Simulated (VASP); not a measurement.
Write the native input for VASP 6.6.1 that does the following.

| Property | Result |
| --- | --- |
| Task | relaxation of cell and atoms |
| Functional | PBEsol |
| Potentials or basis | VASP PAW PBE potentials, release 64 (Si, Mo_sv) |
| Cutoff | 600 eV |
| k mesh | 8 × 8 × 8 |
| Occupations | fermi-dirac, width 0.03 eV |
| Spin | no spin polarisation |
| Dipole correction | no |
| Further INCAR settings | ALGO = Normal; EDIFF = 1e-06; IBRION = 2; EDIFFG = -0.01; NSW = 100; ISIF = 3 |

The structure of Si2Mo lies in POSCAR:

```
Si2Mo
1.0
    1.6131671100      0.9313624600      4.4303507000
   -1.6131671100      0.9313624600      4.4303507000
    0.0000000000     -1.8627249300      4.4303507000
Si Mo
2 1
Direct
    0.2618010000      0.2618010000      0.2618010000
    0.7381990000      0.7381990000      0.7381990000
    0.0000000000      0.0000000000      0.0000000000
```

One way to write it, as run:

INCAR

```
PREC = Accurate ; ENCUT = 600
EDIFF = 1E-6 ; ISMEAR = -1
SIGMA = 0.03 ; LREAL = F
LASPH = T ; NELM = 80
ALGO = Normal ; ISIF = 3
LWAVE = F ; LCHARG = F
GGA = PS ; IBRION = 2
NSW = 100 ; EDIFFG = -0.01
```

KPOINTS

```
Automatic mesh
0
Gamma
  8 8 8
```

Potentials or basis: VASP PAW PBE potentials, release 64 (Si, Mo_sv).

The run is started by

```console
$ cat potpaw_PBE.64/Si/POTCAR potpaw_PBE.64/Mo_sv/POTCAR > POTCAR
$ mpirun -np 1 vasp_std > vasp.out
```

It gave:

* Relaxed volume: 15.27 Å³/atom
* Relaxed cell: a = 4.596 Å, b = 4.596 Å, c = 4.596 Å, α = 46.00°, β = 46.00°, γ = 46.00°
* Space group after relaxing (to 0.05 Å): R-3m (No. 166)
* Energy gained by relaxing: 2562.7 meV/atom
* Ionic steps: 17
* Pressure after relaxing: 0.0 GPa
* Largest force after relaxing: 0.006 eV/Å
* Band gap on the k mesh: zero (band 11 reaches 10.87 eV, above the bottom of band 12 at 9.86 eV)

Caveat: the PAW data sets were made with another functional, which shifts forces and pressure a little.

Run time: 30 min on 1 thread of AMD EPYC 7R43 64-Core Processor (Zen 3) (shared host), peak memory 0.23 GiB.
